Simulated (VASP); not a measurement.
# W (Fd-3m) in VASP: notebook, part 2 of 2

VASP 6.6.1. The steps go on from the part before.

### Step 3. Single point, RPBE (28.28 Å³/atom)

This run uses another cell than the first one, of 28.28 Å³/atom.

Contents of INCAR:

```
SYSTEM = W
PREC = Accurate ; ENCUT = 520
EDIFF = 1E-6 ; ISMEAR = -1
SIGMA = 0.1 ; LREAL = .False.
LASPH = .True. ; NELM = 80
ALGO = Normal ; ISIF = 2
LWAVE = .False. ; LCHARG = .True.
GGA = RP ; LELF = .True.
LVHAR = .True. ; NBANDS = 21
```

Contents of KPOINTS:

```
Automatic mesh
0
Gamma
  11 11 11
  0 0 0
```

Contents of POSCAR:

```
W
1.0
    0.0000000000      3.0467578305      3.0467578305
    3.0467578305      0.0000000000      3.0467578305
    3.0467578305      3.0467578305      0.0000000000
W
2
Direct
    0.1250000000      0.1250000000      0.1250000000
    0.8750000000      0.8750000000      0.8750000000
```

Potentials or basis: VASP PAW PBE potentials, release 64 (W_sv).

Run with:

```console
$ cat potpaw_PBE.64/W_sv/POTCAR > POTCAR
$ mpirun -np 1 vasp_std > vasp.out
```

OUTCAR:

```text
SYSTEM = W
   PREC = Accurate
   ENCUT = 520
   EDIFF = 1E-6
   ISMEAR = -1
   LREAL = .False.
   LASPH = .True.
   NELM = 80
   ISIF = 2
   GGA = RP

 ion  position               nearest neighbor table
   1  0.125  0.125  0.125-   2 2.64   2 2.64   2 2.64   2 2.64
   2  0.875  0.875  0.875-   1 2.64   1 2.64   1 2.64   1 2.64

  LATTYP: Found a face centered cubic cell.
 ALAT       =     6.0935156610

  Lattice vectors:

 A1 = (   0.0000000000,   3.0467578305,   3.0467578305)
 A2 = (   3.0467578305,   0.0000000000,   3.0467578305)
 A3 = (   3.0467578305,   3.0467578305,   0.0000000000)

Analysis of symmetry for initial positions (statically):
=====================================================================
 Subroutine PRICEL returns:
 Original cell was already a primitive cell.

 Routine SETGRP: Setting up the symmetry group for a
 face centered cubic supercell.

 Subroutine GETGRP returns: Found 48 space group operations
 (whereof 12 operations were pure point group operations)
 out of a pool of 48 trial point group operations.

The static configuration has the point symmetry D_3d.
 The point group associated with its full space group is O_h .

Analysis of symmetry for dynamics (positions and initial velocities):
=====================================================================
 Subroutine PRICEL returns:
 Original cell was already a primitive cell.

 Routine SETGRP: Setting up the symmetry group for a
 face centered cubic supercell.

 Subroutine GETGRP returns: Found 48 space group operations
 (whereof 12 operations were pure point group operations)
 out of a pool of 48 trial point group operations.

The dynamic configuration has the point symmetry D_3d.
 The point group associated with its full space group is O_h .

 Subroutine INISYM returns: Found 48 space group operations
 (whereof 12 operations are pure point group operations),
 and found     1 'primitive' translations

----------------------------------------------------------------------------------------

                                     Primitive cell

  volume of cell :      56.5645

  direct lattice vectors                    reciprocal lattice vectors
     0.000000000  3.046757830  3.046757830    -0.164108875  0.164108875  0.164108875
     3.046757830  0.000000000  3.046757830     0.164108875 -0.164108875  0.164108875
     3.046757830  3.046757830  0.000000000     0.164108875  0.164108875 -0.164108875

  length of vectors
     4.308766245  4.308766245  4.308766245     0.284244909  0.284244909  0.284244909

  position of ions in fractional coordinates (direct lattice)
     0.125000000  0.125000000  0.125000000
     0.875000000  0.875000000  0.875000000

  ion indices of the primitive-cell ions
   primitive index   ion index
                 1           1
                 2           2

----------------------------------------------------------------------------------------

 KPOINTS: Automatic mesh

Automatic generation of k-mesh.
 Grid dimensions read from file:
 generate k-points for:   11   11   11

 Generating k-lattice:

  Cartesian coordinates                     Fractional coordinates (reciprocal lattice)
    -0.014918989  0.014918989  0.014918989     0.090909091  0.000000000  0.000000000
     0.014918989 -0.014918989  0.014918989     0.000000000  0.090909091  0.000000000
     0.014918989  0.014918989 -0.014918989     0.000000000  0.000000000  0.090909091

  Length of vectors
     0.025840446  0.025840446  0.025840446

  Shift w.r.t. Gamma in fractional coordinates (k-lattice)
     0.000000000  0.000000000  0.000000000

 Subroutine IBZKPT returns following result:
 ===========================================

 Found     56 irreducible k-points:

 Following reciprocal coordinates:
            Coordinates               Weight
  0.000000  0.000000  0.000000      1.000000
  0.090909  0.000000  0.000000      8.000000
  0.181818  0.000000  0.000000      8.000000
  0.272727  0.000000  0.000000      8.000000
  0.363636  0.000000  0.000000      8.000000
  0.454545  0.000000  0.000000      8.000000
[... 16 lines left out ...]
 -0.272727  0.181818  0.000000     24.000000
 -0.181818  0.181818  0.000000     12.000000
 [... further k-points ...]
   k-points           NKPTS =     56   k-points in BZ     NKDIM =     56   number of bands    NBANDS=     21
   number of dos      NEDOS =    301   number of ions     NIONS =      2
   total plane-waves  NPLWV =  32768
   dimension x,y,z NGX =    32 NGY =   32 NGZ =   32
   dimension x,y,z NGXF=    64 NGYF=   64 NGZF=   64
   ions per type =               2
   NGX,Y,Z   is equivalent  to a cutoff of  12.35, 12.35, 12.35 a.u.
   NGXF,Y,Z  is equivalent  to a cutoff of  24.69, 24.69, 24.69 a.u.
 SYSTEM =  W
   PREC   = accura    normal or accurate (medium, high low for compatibility)
   ISTART =      0    job   : 0-new  1-cont  2-samecut
   ICHARG =      2    charge: 1-file 2-atom 10-const
   ISPIN  =      1    spin polarized calculation?
   LNONCOLLINEAR =      F non collinear calculations
   LSORBIT =      F    spin-orbit coupling
   LASPH  =      T    aspherical Exc in radial PAW
   ENCUT  =  520.0 eV  38.22 Ry    6.18 a.u.   8.01  8.01  8.01*2*pi/ulx,y,z
   NELM   =     80;   NELMIN=  2; NELMDL= -5     # of ELM steps
   EDIFF  = 0.1E-05   stopping-criterion for ELM
   LREAL  =      F    real-space projection
   EDIFFG = 0.1E-04   stopping-criterion for IOM
   NSW    =      0    number of steps for IOM
   IBRION =     -1    ionic relax: 0-MD 1-quasi-New 2-CG
   NFREE  =      0    steps in history (QN), initial steepest desc. (CG)
   ISIF   =      2    stress and relaxation
   ISYM   =      2    0-nonsym 1-usesym 2-fastsym
   POTIM  = 0.5000    time-step for ionic-motion
   TEBEG  =    0.0;   TEEND  =   0.0 temperature during run
   PSTRESS=    0.0 pullay stress
   NELECT =      28.0000    total number of electrons
   NUPDOWN=      -1.0000    fix difference up-down
   EMIN   =  10.00;   EMAX   =-10.00  energy-range for DOS
   EFERMI =   0.00;   METHOD = LEGACY
   ISMEAR =    -1;   SIGMA  =   0.10  broadening in eV -4-tet -1-fermi 0-gaus
   EFERMI_NEDOS =   21; number of points for ismear=-14 and -15
   IALGO  =     38    algorithm
   IMIX   =      4    mixing-type and parameters
     AMIX     =   0.40;   BMIX     =  1.00
     AMIX_MAG =   1.60;   BMIX_MAG =  1.00
  volume/ion in A,a.u.               =      28.28       190.86
  Fermi-wavevector in a.u.,A,eV,Ry     =   1.295029  2.447250 22.818341  1.677101
  Thomas-Fermi vector in A             =   2.426575
   LORBIT       =      0    0 simple, 1 ext, 2 COOP (PROOUT), +10 PAW based schemes
   GGA     = RP    functional components
   LHFCALC =     F    Hartree Fock is set to
   AEXX    =    0.0000 exact exchange contribution
   IVDW    =     0    specifies the selected vdW correction
   LEPSILON=     F    determine dielectric tensor
   LRPA    =     F    only Hartree local field effects (RPA)
 non-spin polarized calculation
  energy-cutoff  :      520.00
  volume of cell :       56.56
 maximum number of plane-waves:      1548
   NGX = 17   NGY = 17   NGZ = 17

 number of electron      28.0000000 magnetization

 Free energy of the ion-electron system (eV)
  ---------------------------------------------------
  ext. energy  EPLUGINS =         0.00000000
  ---------------------------------------------------
  free energy    TOTEN  =       -19.44288761 eV

  energy without entropy =      -19.33768510  energy(sigma->0) =      -19.39028635

 E-fermi :   4.1298     XC(G=0): -10.0497

 val. band max:        4.1184985828   @ k =  -0.2727   0.1818   0.0000
 cond. band min:       4.1369892528   @ k =  -0.4545   0.3636   0.0909
 fundamental gap:      0.0184906701
 Fermi energy:         4.1297946194

 k-point     1 :       0.0000    0.0000    0.0000
  band No.  band energies     occupation
      1     -69.1836      2.00000
      2     -68.9994      2.00000
      3     -33.6133      2.00000
      4     -33.6133      2.00000
      5     -33.6133      2.00000
      6     -32.9918      2.00000
[... 13 lines left out ...]
     20      14.0905      0.00000
     21      14.2087      0.00000
[... 529 lines left out ...]
 k-point    24 :      -0.1818    0.1818    0.0000
  band No.  band energies     occupation
      1     -69.1568      2.00000
      2     -69.0265      2.00000
      3     -33.6912      2.00000
      4     -33.6510      2.00000
      5     -33.5643      2.00000
      6     -33.0455      2.00000
[... 13 lines left out ...]
     20      11.1791      0.00000
     21      11.8267      0.00000

 [... further k-points ...]

------------------------ aborting loop because EDIFF is reached ----------------------------------------

  FORCE on cell =-STRESS in cart. coord.  units (eV):
  Direction    XX          YY          ZZ          XY          YZ          ZX
  --------------------------------------------------------------------------------------
  -------------------------------------------------------------------------------------
  Total       -3.6256834     -3.6256834     -3.6256834      0.0000000      0.0000000      0.0000000
  in kB     -102.6967392   -102.6967392   -102.6967392      0.0000000      0.0000000      0.0000000
  external PRESSURE =    -102.6967392 kB  Pullay stress =       0.0000000 kB

 VOLUME and BASIS-vectors are now :
 -----------------------------------------------------------------------------
  energy-cutoff  :      520.00
  volume of cell :       56.56
      direct lattice vectors                 reciprocal lattice vectors
     0.000000000  3.046757830  3.046757830    -0.164108875  0.164108875  0.164108875
     3.046757830  0.000000000  3.046757830     0.164108875 -0.164108875  0.164108875
     3.046757830  3.046757830  0.000000000     0.164108875  0.164108875 -0.164108875

 POSITION                                       TOTAL-FORCE (eV/Angst)
 -----------------------------------------------------------------------------------
      0.76169      0.76169      0.76169        -0.000000      0.000000      0.000000
      5.33183      5.33183      5.33183         0.000000     -0.000000     -0.000000
 -----------------------------------------------------------------------------------
    total drift:                                0.000000      0.000000     -0.000000

  FREE ENERGIE OF THE ION-ELECTRON SYSTEM (eV)
  ---------------------------------------------------
  free  energy   TOTEN  =       -19.4428876117 eV

  energy  without entropy=      -19.3376850960  energy(sigma->0) =      -19.39028635
```

Wall time 56 s (1 thread of Intel Xeon 8259CL, shared host); peak memory 0.2 GiB.

Results:

```yaml
Free_energy: -19.4429 eV
Pressure: -10.3 GPa
Band_gap_on_the_k_mesh: zero (bands 14 and 15 overlap by 0.99 eV)
```

Caveat: the cell stands under tension; the PAW data sets were made with another functional, which shifts forces and pressure a little; spin-orbit coupling is left out, which moves the levels of the heavy elements.

### Step 4. Relaxation of cell and atoms, RPBE

This run uses another cell than the first one, of 21.39 Å³/atom.

Contents of INCAR:

```
SYSTEM = W
  PREC = Accurate
  ENCUT = 600
  EDIFF = 1E-6
  ISMEAR = -1
  SIGMA = 0.1
  LREAL = .False.
  LASPH = .True.
  NELM = 100
  ALGO = Normal
  ISIF = 3
  LWAVE = .False.
  LCHARG = .False.
  GGA = RP
  IBRION = 2
  NSW = 80
  EDIFFG = -0.01
```

Contents of KPOINTS:

```
Automatic mesh
0
Gamma
  10 10 10
  0 0 0
```

Contents of POSCAR:

```
W
1.0
    0.0000000000      2.7760741367      2.7760741367
    2.7760741367      0.0000000000      2.7760741367
    2.7760741367      2.7760741367      0.0000000000
W
2
Direct
    0.1250000000      0.1250000000      0.1250000000
    0.8750000000      0.8750000000      0.8750000000
```

Run with:

```console
$ cat potpaw_PBE.64/W_sv/POTCAR > POTCAR
$ mpirun -np 1 vasp_std > vasp.out
```

It took 5.2 min on 1 thread of Intel Xeon 8259CL, shared host; peak memory 0.21 GiB.

Results (log left out):

```yaml
Free_energy: -19.6425 eV
Relaxed_volume: 25.34 Å³/atom
Relaxed_cell: a = 4.154 Å, b = 4.154 Å, c = 4.154 Å, α = 60.00°, β = 60.00°, γ = 60.00°
Space_group_after_relaxing_to_0.1_Å: Fd-3m (No. 227)
Energy_gained_by_relaxing: 293.2 meV/atom
Ionic_steps: 19
Pressure_after_relaxing: 0.1 GPa
Band_gap_on_the_k_mesh: zero (bands 14 and 15 overlap by 0.91 eV)
```

Step by step:
| step | energy change (eV) | largest force (eV/Å) | pressure (GPa) | volume (Å³) |
| --- | --- | --- | --- | --- |
| 1 | 0.0000 | 0.0000 | 27.29 | 42.79 |
| 2 | 0.9020 | 0.0000 | -19.29 | 69.55 |
| 3 | -0.5820 | 0.0000 | -1.76 | 51.49 |
| 4 | -0.5863 | 0.0000 | -0.30 | 50.83 |
| 5 | -0.5865 | 0.0000 | 0.09 | 50.66 |
| 6 | -0.5865 | 0.0000 | 0.08 | 50.66 |
| 7 | -0.5865 | 0.0000 | 0.09 | 50.66 |
| 8 | -0.5865 | 0.0000 | 0.08 | 50.66 |
| 9 | -0.5865 | 0.0000 | 0.08 | 50.66 |
| 10 | -0.5865 | 0.0000 | 0.08 | 50.66 |
| 11 | -0.5865 | 0.0000 | 0.08 | 50.66 |
| 12 | -0.5865 | 0.0000 | 0.08 | 50.66 |
| 13 | -0.5865 | 0.0000 | 0.08 | 50.66 |
| 14 | -0.5865 | 0.0000 | 0.08 | 50.66 |
| 15 | -0.5865 | 0.0000 | 0.08 | 50.66 |
| 16 | -0.5865 | 0.0000 | 0.09 | 50.66 |
| 17 | -0.5865 | 0.0000 | 0.09 | 50.66 |
| 18 | -0.5865 | 0.0000 | 0.07 | 50.66 |
| 19 | -0.5865 | 0.0000 | 0.06 | 50.67 |

Final structure:
```
CELL_PARAMETERS angstrom
0.00000 2.93706 2.93706
2.93706 0.00000 2.93706
2.93706 2.93706 0.00000
ATOMIC_POSITIONS crystal
W 0.12500 0.12500 0.12500
W 0.87500 0.87500 0.87500
```

Levels at points of the mesh, in eV from the Fermi level:
```tsv
k point	band 12	band 13	band 14	band 15	band 16	band 17
(0.00, 0.00, 0.00)	-1.06	-1.06	-1.06	1.53	1.53	1.53
(0.50, 0.00, 0.00)	-1.54	-1.19	-1.19	-0.45	2.62	2.62
(0.50, 0.50, 0.00)	-1.34	-1.10	-1.10	1.10	1.10	4.56
```

Caveat: the volume moved by over 15 % at a fixed basis, so the end points are rough; the PAW data sets were made with another functional, which shifts forces and pressure a little; spin-orbit coupling is left out, which moves the levels of the heavy elements.

### Step 5. Single point, RPBE

This run uses another cell than the first one, of 25.25 Å³/atom.

Contents of INCAR:

```
PREC = Accurate
ENCUT = 520
EDIFF = 1E-6
ISMEAR = -1
SIGMA = 0.1
LREAL = False
LASPH = True
NELM = 100
ALGO = Normal
ISIF = 2
LWAVE = False
LCHARG = False
GGA = RP
NBANDS = 21
```

Contents of KPOINTS:

```
Automatic mesh
0
Gamma
  15 15 15
```

Contents of POSCAR:

```
W
1.0
    0.0000000000      2.9338096209      2.9338096209
    2.9338096209      0.0000000000      2.9338096209
    2.9338096209      2.9338096209      0.0000000000
W
2
Direct
    0.1250000000      0.1250000000      0.1250000000
    0.8750000000      0.8750000000      0.8750000000
```

Potentials or basis: VASP PAW PBE potentials, release 64 (W_sv).

Run with:

```console
$ cat potpaw_PBE.64/W_sv/POTCAR > POTCAR
$ mpirun -np 1 vasp_std > vasp.out
```

OUTCAR:

```text
PREC = Accurate
   ENCUT = 520
   EDIFF = 1E-6
   ISMEAR = -1
   LREAL = False
   LASPH = True
   NELM = 100
   ISIF = 2
   GGA = RP

 ion  position               nearest neighbor table
   1  0.125  0.125  0.125-   2 2.54   2 2.54   2 2.54   2 2.54
   2  0.875  0.875  0.875-   1 2.54   1 2.54   1 2.54   1 2.54

  LATTYP: Found a face centered cubic cell.
 ALAT       =     5.8676192418

  Lattice vectors:

 A1 = (   0.0000000000,   2.9338096209,   2.9338096209)
[... 762 lines left out ...]

------------------------ aborting loop because EDIFF is reached ----------------------------------------

  FORCE on cell =-STRESS in cart. coord.  units (eV):
  Direction    XX          YY          ZZ          XY          YZ          ZX
  --------------------------------------------------------------------------------------
  -------------------------------------------------------------------------------------
  Total        0.1218396      0.1218396      0.1218396     -0.0000000     -0.0000000      0.0000000
  in kB        3.8652130      3.8652130      3.8652130     -0.0000000     -0.0000000      0.0000000
  external PRESSURE =       3.8652130 kB  Pullay stress =       0.0000000 kB

 VOLUME and BASIS-vectors are now :
 -----------------------------------------------------------------------------
  energy-cutoff  :      520.00
  volume of cell :       50.50
      direct lattice vectors                 reciprocal lattice vectors
     0.000000000  2.933809621  2.933809621    -0.170426873  0.170426873  0.170426873
     2.933809621  0.000000000  2.933809621     0.170426873 -0.170426873  0.170426873
     2.933809621  2.933809621  0.000000000     0.170426873  0.170426873 -0.170426873

 POSITION                                       TOTAL-FORCE (eV/Angst)
 -----------------------------------------------------------------------------------
      0.73345      0.73345      0.73345        -0.000000     -0.000000     -0.000000
      5.13417      5.13417      5.13417         0.000000      0.000000      0.000000
 -----------------------------------------------------------------------------------
    total drift:                                0.000000      0.000000     -0.000000

  FREE ENERGIE OF THE ION-ELECTRON SYSTEM (eV)
  ---------------------------------------------------
  free  energy   TOTEN  =       -19.6453081919 eV

  energy  without entropy=      -19.5475945673  energy(sigma->0) =      -19.59645138
```

OSZICAR:

```text
N       E                     dE             d eps       ncg     rms          rms(c)
DAV:   1     0.306266137918E+03    0.30627E+03   -0.17411E+04  5056   0.143E+03
DAV:   2    -0.101653536991E+02   -0.31643E+03   -0.30843E+03  5723   0.441E+02
DAV:   3    -0.198075995659E+02   -0.96422E+01   -0.93324E+01  5858   0.779E+01
DAV:   4    -0.199527579822E+02   -0.14516E+00   -0.14467E+00  5635   0.102E+01
DAV:   5    -0.199548567740E+02   -0.20988E-02   -0.20985E-02  5833   0.130E+00    0.185E+01
DAV:   6    -0.197006744264E+02    0.25418E+00   -0.51808E-01  5859   0.602E+00    0.852E+00
DAV:   7    -0.196486756626E+02    0.51999E-01   -0.18550E-01  6218   0.399E+00    0.937E-01
DAV:   8    -0.196451321651E+02    0.35435E-02   -0.22777E-02  5230   0.110E+00    0.104E-01
DAV:   9    -0.196452645129E+02   -0.13235E-03   -0.66714E-04  5589   0.218E-01    0.107E-01
DAV:  10    -0.196453080857E+02   -0.43573E-04   -0.54237E-05  5777   0.674E-02    0.343E-03
DAV:  11    -0.196453081919E+02   -0.10626E-06   -0.15115E-06  4055   0.948E-03
   1 F= -.19645308E+02 E0= -.19596451E+02  d E =-.977136E-01
```

stdout:

```text
POSCAR found type information on POSCAR W
 POSCAR found :  1 types and       2 ions
 scaLAPACK will be used
 -----------------------------------------------------------------------------
|                                                                             |
|                                                                             |
|     You enforced a specific xc type in the INCAR file but a different       |
|     I HOPE YOU KNOW WHAT YOU ARE DOING!                                     |
|                                                                             |
 -----------------------------------------------------------------------------

 LDA part: xc-table for (Slater+PW92), standard interpolation
 POSCAR, INCAR and KPOINTS ok, starting setup
 FFT: planning ... GRIDC
 FFT: planning ... GRID_SOFT
 FFT: planning ... GRID
 WAVECAR not read
 entering main loop
```

Run time: 2.2 min. Hardware: 1 thread of Intel Xeon 8259CL, shared host; peak memory 0.24 GiB.

What came out:

- Free energy: -19.6453 eV
- Pressure: 0.4 GPa
- Band gap on the k mesh: zero (bands 14 and 15 overlap by 0.94 eV)

Caveat: the PAW data sets were made with another functional, which shifts forces and pressure a little; spin-orbit coupling is left out, which moves the levels of the heavy elements.

### Step 6. The runs side by side

```tsv
task	cell	k mesh	cutoff (eV)	gap on the mesh (eV)	pressure (GPa)
single point	a = 4.257 Å, angles 60.0°, 2 atoms	11 × 11 × 11	520	none	-7.4
single point	a = 4.309 Å, angles 60.0°, 2 atoms	11 × 11 × 11	520	none	-10.3
relaxation of cell and atoms	relaxed from a = 3.926 Å, angles 60.0°, 2 atoms	10 × 10 × 10	600	none	0.1
single point	a = 4.149 Å, angles 60.0°, 2 atoms	15 × 15 × 15	520	none	0.4
```

Alike in all rows: level RPBE; potentials or basis VASP PAW PBE potentials, release 64 (W_sv); no spin polarisation; smearing fermi-dirac 0.1 eV.

Caveats: the PAW data sets were made with another functional, which shifts forces and pressure a little; spin-orbit coupling is left out, which moves the levels of the heavy elements; the cell stands under tension (at least some runs); the volume moved by over 15 % at a fixed basis, so the end points are rough (at least some runs).

Absolute energies hang on the potentials; compare differences alone.
